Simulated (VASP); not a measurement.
# Ge2N (I4/mmm) in VASP: single point with PBE-based screened hybrid with 25 % exact exchange

Aim: the single point of Ge2N with PBE-based screened hybrid with 25 % exact exchange.

Program: VASP 6.6.1. These are calculated values, not measurements. Logs are shortened: lines on timing, memory, paths and dates and some standing lists are left out, and cuts for length are marked.

### 1 The cell of the first run

The structure is tetragonal, space group I4/mmm (No. 139). The conventional cell has a = 4.217 Å, b = 4.217 Å, c = 5.403 Å, α = 90.00°, β = 90.00°, γ = 90.00°. Within 2.8 Å of Ge (site symmetry mmm) lie 2 N at 2.11 Å and 2 Ge at 2.70 Å. Within 2.8 Å of N (site symmetry 4/mmm) lie 4 Ge at 2.11 Å.

### 2 Single point, PBE-based screened hybrid with 25 % exact exchange

File POSCAR:

```
Ge2N
1.0
   -2.1085700000      2.1085700000      2.7017000000
    2.1085700000     -2.1085700000      2.7017000000
    2.1085700000      2.1085700000     -2.7017000000
Ge N
2 1
Direct
    0.0000000000      0.5000000000      0.5000000000
    0.5000000000      0.0000000000      0.5000000000
    0.5000000000      0.5000000000      0.0000000000
```

File INCAR.step1:

```
SYSTEM = Ge2N
PREC = Accurate ; ENCUT = 520
EDIFF = 1E-5 ; ISMEAR = -1
SIGMA = 0.05 ; LREAL = .False.
LASPH = .True. ; NELM = 80
ALGO = Normal ; ISIF = 2
LWAVE = .True. ; LCHARG = .False.
NBANDS = 24 ; GGA = PE
KPAR = 4
```

File INCAR.step2:

```
SYSTEM = Ge2N
PREC = Accurate ; ENCUT = 520
EDIFF = 1E-7 ; ISMEAR = -1
SIGMA = 0.05 ; LREAL = .False.
LASPH = .True. ; NELM = 80
ALGO = Normal ; ISIF = 2
LWAVE = .False. ; LCHARG = .False.
GGA = PE ; LHFCALC = .True.
AEXX = 0.25 ; HFSCREEN = 0.1
PRECFOCK = Normal ; NBANDS = 24
ISTART = 1 ; KPAR = 4
```

File KPOINTS:

```
Automatic mesh
0
Gamma
  5 5 5
  0 0 0
```

Potentials or basis: VASP PAW PBE potentials, release 64 (Ge_d, N).

Launch:

```bash
$ cat potpaw_PBE.64/Ge_d/POTCAR potpaw_PBE.64/N/POTCAR > POTCAR
$ cp INCAR.step1 INCAR
$ mpirun -np 4 vasp_std > vasp.out
$ cp INCAR.step2 INCAR
$ mpirun -np 4 vasp_std > vasp.out
```

OUTCAR:

```text
SYSTEM = Ge2N
   PREC = Accurate
   ENCUT = 520
   EDIFF = 1E-7
   ISMEAR = -1
   LREAL = .False.
   LASPH = .True.
   NELM = 80
   ISIF = 2
   GGA = PE
   LHFCALC = .True.
   AEXX = 0.25
   HFSCREEN = 0.1
   PRECFOCK = Normal
   ISTART = 1

 ion  position               nearest neighbor table
   1  0.000  0.500  0.500-   3 2.11   3 2.11   2 2.70   2 2.70
   2  0.500  0.000  0.500-   3 2.11   3 2.11   1 2.70   1 2.70
   3  0.500  0.500  0.000-   1 2.11   2 2.11   2 2.11   1 2.11

  LATTYP: Found a body centered tetragonal cell.
 ALAT       =     4.2171400000
 C/A-ratio  =     1.2812949060

  Lattice vectors:

 A1 = (  -2.1085700000,   2.1085700000,   2.7017000000)
 A2 = (   2.1085700000,  -2.1085700000,   2.7017000000)
 A3 = (   2.1085700000,   2.1085700000,  -2.7017000000)

Analysis of symmetry for initial positions (statically):
=====================================================================
 Subroutine PRICEL returns:
 Original cell was already a primitive cell.

 Routine SETGRP: Setting up the symmetry group for a
 body centered tetragonal supercell.

 Subroutine GETGRP returns: Found 16 space group operations
 (whereof 16 operations were pure point group operations)
 out of a pool of 16 trial point group operations.

The static configuration has the point symmetry D_4h.

Analysis of symmetry for dynamics (positions and initial velocities):
=====================================================================
 Subroutine PRICEL returns:
 Original cell was already a primitive cell.

 Routine SETGRP: Setting up the symmetry group for a
 body centered tetragonal supercell.

 Subroutine GETGRP returns: Found 16 space group operations
 (whereof 16 operations were pure point group operations)
 out of a pool of 16 trial point group operations.

The dynamic configuration has the point symmetry D_4h.

 Subroutine INISYM returns: Found 16 space group operations
 (whereof 16 operations are pure point group operations),
 and found     1 'primitive' translations

----------------------------------------------------------------------------------------

                                     Primitive cell

  volume of cell :      48.0478

  direct lattice vectors                    reciprocal lattice vectors
    -2.108570000  2.108570000  2.701700000     0.000000000  0.237127532  0.185068660
     2.108570000 -2.108570000  2.701700000     0.237127532  0.000000000  0.185068660
     2.108570000  2.108570000 -2.701700000     0.237127532  0.237127532  0.000000000

  length of vectors
     4.023843657  4.023843657  4.023843657     0.300798729  0.300798729  0.335348972

  position of ions in fractional coordinates (direct lattice)
     0.000000000  0.500000000  0.500000000
     0.500000000  0.000000000  0.500000000
     0.500000000  0.500000000  0.000000000

  ion indices of the primitive-cell ions
   primitive index   ion index
                 1           1
                 2           2
                 3           3

----------------------------------------------------------------------------------------

 KPOINTS: Automatic mesh

Automatic generation of k-mesh.
 Grid dimensions read from file:
 generate k-points for:    5    5    5

 Generating k-lattice:

  Cartesian coordinates                     Fractional coordinates (reciprocal lattice)
     0.000000000  0.047425506  0.037013732     0.200000000 -0.000000000  0.000000000
     0.047425506  0.000000000  0.037013732    -0.000000000  0.200000000  0.000000000
     0.047425506  0.047425506  0.000000000     0.000000000  0.000000000  0.200000000

  Length of vectors
     0.060159746  0.060159746  0.067069794

  Shift w.r.t. Gamma in fractional coordinates (k-lattice)
     0.000000000  0.000000000  0.000000000

 Subroutine IBZKPT returns following result:
 ===========================================

 Found     18 irreducible k-points:

 Following reciprocal coordinates:
            Coordinates               Weight
  0.000000  0.000000  0.000000      1.000000
  0.200000 -0.000000  0.000000      8.000000
  0.400000  0.000000  0.000000      8.000000
  0.200000  0.200000  0.000000      8.000000
  0.400000  0.200000 -0.000000     16.000000
 -0.400000  0.200000  0.000000     16.000000
[... 10 lines left out ...]
 -0.400000  0.400000  0.400000      4.000000
 -0.400000 -0.400000  0.400000      2.000000
   k-points           NKPTS =     18   k-points in BZ     NKDIM =    125   number of bands    NBANDS=     24
   number of dos      NEDOS =    301   number of ions     NIONS =      3
   total plane-waves  NPLWV =  27000
   dimension x,y,z NGX =    30 NGY =   30 NGZ =   30
   dimension x,y,z NGXF=    60 NGYF=   60 NGZF=   60
   ions per type =               2   1
   NGX,Y,Z   is equivalent  to a cutoff of  12.39, 12.39, 12.39 a.u.
   NGXF,Y,Z  is equivalent  to a cutoff of  24.79, 24.79, 24.79 a.u.
 SYSTEM =  Ge2N
   PREC   = accura    normal or accurate (medium, high low for compatibility)
   ISTART =      1    job   : 0-new  1-cont  2-samecut
   ICHARG =      0    charge: 1-file 2-atom 10-const
   ISPIN  =      1    spin polarized calculation?
   LNONCOLLINEAR =      F non collinear calculations
   LSORBIT =      F    spin-orbit coupling
   LASPH  =      T    aspherical Exc in radial PAW
   ENCUT  =  520.0 eV  38.22 Ry    6.18 a.u.   7.48  7.48  7.48*2*pi/ulx,y,z
   NELM   =     80;   NELMIN=  2; NELMDL=  0     # of ELM steps
   EDIFF  = 0.1E-06   stopping-criterion for ELM
   LREAL  =      F    real-space projection
   EDIFFG = 0.1E-05   stopping-criterion for IOM
   NSW    =      0    number of steps for IOM
   IBRION =     -1    ionic relax: 0-MD 1-quasi-New 2-CG
   NFREE  =      0    steps in history (QN), initial steepest desc. (CG)
   ISIF   =      2    stress and relaxation
   ISYM   =      3    0-nonsym 1-usesym 2-fastsym
   POTIM  = 0.5000    time-step for ionic-motion
   TEBEG  =    0.0;   TEEND  =   0.0 temperature during run
   PSTRESS=    0.0 pullay stress
   NELECT =      33.0000    total number of electrons
   NUPDOWN=      -1.0000    fix difference up-down
   EMIN   =  10.00;   EMAX   =-10.00  energy-range for DOS
   EFERMI =   0.00;   METHOD = LEGACY
   ISMEAR =    -1;   SIGMA  =   0.05  broadening in eV -4-tet -1-fermi 0-gaus
   EFERMI_NEDOS =   21; number of points for ismear=-14 and -15
   IALGO  =     38    algorithm
   IMIX   =      1    mixing-type and parameters
     AMIX     =   0.40;   BMIX     =  1.00
     AMIX_MAG =   1.60;   BMIX_MAG =  1.00
  volume/ion in A,a.u.               =      16.02       108.08
  Fermi-wavevector in a.u.,A,eV,Ry     =   1.444403  2.729526 28.385841  2.086300
  Thomas-Fermi vector in A             =   2.562702
   LORBIT       =      0    0 simple, 1 ext, 2 COOP (PROOUT), +10 PAW based schemes
   GGA     = PE    functional components
   LHFCALC =     T    Hartree Fock is set to
   PRECFOCK=normal    Normal, Fast or Accurate (Low or Medium for compatibility)
   ENCUT4O =  -1.0   cutoff for four orbital integrals eV
   NKREDX  =     1    reduce k-point grid by
   NKREDY  =     1    reduce k-point grid by
   NKREDZ  =     1    reduce k-point grid by
   AEXX    =    0.2500 exact exchange contribution
   HFSCREEN=    0.1000 screening length (either q_TF or 0.3 A-1)
   HFSCREENC=   0.1000 screening length for correlation (either q_TF or 0.3 A-1)
   ENCUTFOCK=  -1.0 apply spherical cutoff to Coloumb kernel
   IVDW    =     0    specifies the selected vdW correction
   LEPSILON=     F    determine dielectric tensor
   LRPA    =     F    only Hartree local field effects (RPA)
 non-spin polarized calculation
  energy-cutoff  :      520.00
  volume of cell :       48.05
 maximum number of plane-waves:      1304
 NGX is ok and might be reduce to    30
  NGX = 24; NGY = 24; NGZ = 24

 number of electron      32.9999975 magnetization

 Free energy of the ion-electron system (eV)
  ---------------------------------------------------
  ext. energy  EPLUGINS =         0.00000000
  ---------------------------------------------------
  free energy    TOTEN  =       -18.11553635 eV

  energy without entropy =      -18.10049362  energy(sigma->0) =      -18.10801498

 E-fermi :   5.4902     XC(G=0):  -8.8540

 val. band max:        5.4894074706   @ k =  -0.2000   0.2000   0.2000
 cond. band min:       5.5252457930   @ k =   0.4000   0.0000   0.0000
 fundamental gap:      0.0358383224
 Fermi energy:         5.4901832429

 k-point     1 :       0.0000    0.0000    0.0000
  band No.  band energies     occupation
      1     -23.0332      2.00000
      2     -23.0125      2.00000
      3     -23.0078      2.00000
      4     -22.9308      2.00000
      5     -22.9308      2.00000
      6     -22.9221      2.00000
[... 16 lines left out ...]
     23      13.9929      0.00000
     24      14.4051      0.00000

 k-point     2 :       0.2000   -0.0000    0.0000
  band No.  band energies     occupation
      1     -23.0152      2.00000
      2     -22.9943      2.00000
      3     -22.9939      2.00000
      4     -22.9298      2.00000
      5     -22.9222      2.00000
      6     -22.9218      2.00000
[... 16 lines left out ...]
     23      15.5198      0.00000
     24      16.1275      0.00000

 k-point     3 :       0.4000    0.0000    0.0000
  band No.  band energies     occupation
      1     -22.9846      2.00000
      2     -22.9585      2.00000
      3     -22.9524      2.00000
      4     -22.9290      2.00000
      5     -22.9141      2.00000
      6     -22.9036      2.00000
[... 16 lines left out ...]
     23      17.2396      0.00000
     24      17.6345      0.00000
[... 352 lines left out ...]
 k-point    17 :      -0.4000    0.4000    0.4000
  band No.  band energies     occupation
      1     -23.0256      2.00000
      2     -22.9842      2.00000
      3     -22.9728      2.00000
      4     -22.9154      2.00000
      5     -22.9071      2.00000
      6     -22.9067      2.00000
[... 16 lines left out ...]
     23      17.3875      0.00000
     24      17.4544      0.00000

 k-point    18 :      -0.4000   -0.4000    0.4000
  band No.  band energies     occupation
      1     -23.0386      2.00000
      2     -22.9973      2.00000
      3     -22.9518      2.00000
      4     -22.9038      2.00000
      5     -22.9009      2.00000
      6     -22.9009      2.00000
[... 16 lines left out ...]
     23      17.9040      0.00000
     24      17.9040      0.00000

------------------------ aborting loop because EDIFF is reached ----------------------------------------

  FORCE on cell =-STRESS in cart. coord.  units (eV):
  Direction    XX          YY          ZZ          XY          YZ          ZX
  --------------------------------------------------------------------------------------
  -------------------------------------------------------------------------------------
  Total       -1.9194495     -1.9194495     -1.6460346      0.0000000     -0.0000000      0.0000000
  in kB      -64.0050301    -64.0050301    -54.8878705      0.0000000     -0.0000000      0.0000000
  external PRESSURE =     -60.9659769 kB  Pullay stress =       0.0000000 kB

 VOLUME and BASIS-vectors are now :
 -----------------------------------------------------------------------------
  energy-cutoff  :      520.00
  volume of cell :       48.05
      direct lattice vectors                 reciprocal lattice vectors
    -2.108570000  2.108570000  2.701700000     0.000000000  0.237127532  0.185068660
     2.108570000 -2.108570000  2.701700000     0.237127532  0.000000000  0.185068660
     2.108570000  2.108570000 -2.701700000     0.237127532  0.237127532  0.000000000

 POSITION                                       TOTAL-FORCE (eV/Angst)
 -----------------------------------------------------------------------------------
      2.10857      0.00000      0.00000        -0.000000     -0.000000     -0.000000
      0.00000      2.10857      0.00000        -0.000000      0.000000     -0.000000
      0.00000      0.00000      2.70170         0.000000     -0.000000      0.000000
 -----------------------------------------------------------------------------------
    total drift:                               -0.000000      0.000000      0.000001

  FREE ENERGIE OF THE ION-ELECTRON SYSTEM (eV)
  ---------------------------------------------------
  free  energy   TOTEN  =       -18.1155363465 eV

  energy  without entropy=      -18.1004936173  energy(sigma->0) =      -18.10801498
```

It took 46 min on 4 MPI ranks of AMD EPYC 7R13 (Zen 3), shared host; peak memory 0.27 GiB.

Results:

```
Free energy            : -18.1155 eV
Pressure               : -6.1 GPa
Band gap on the k mesh : zero (an odd number of electrons rules out a gap without spin polarisation)
```

Levels at points of the mesh, in eV from the Fermi level:
```
           k point  band 13  band 14  band 15  band 16  band 17  band 18  band 19  band 20  band 21  band 22
(0.00, 0.00, 0.00)    -6.14    -6.14    -2.74    -2.61    -1.10     3.37     3.37     6.60     6.60     8.37
```

Caveat: the k points lie up to 0.38 Å⁻¹ apart, too coarse for converged energies and pressures of a metal; the PAW data sets were made with another functional, which shifts forces and pressure a little.

The gap in the log of VASP goes by the Fermi energy; the results here count the filled bands.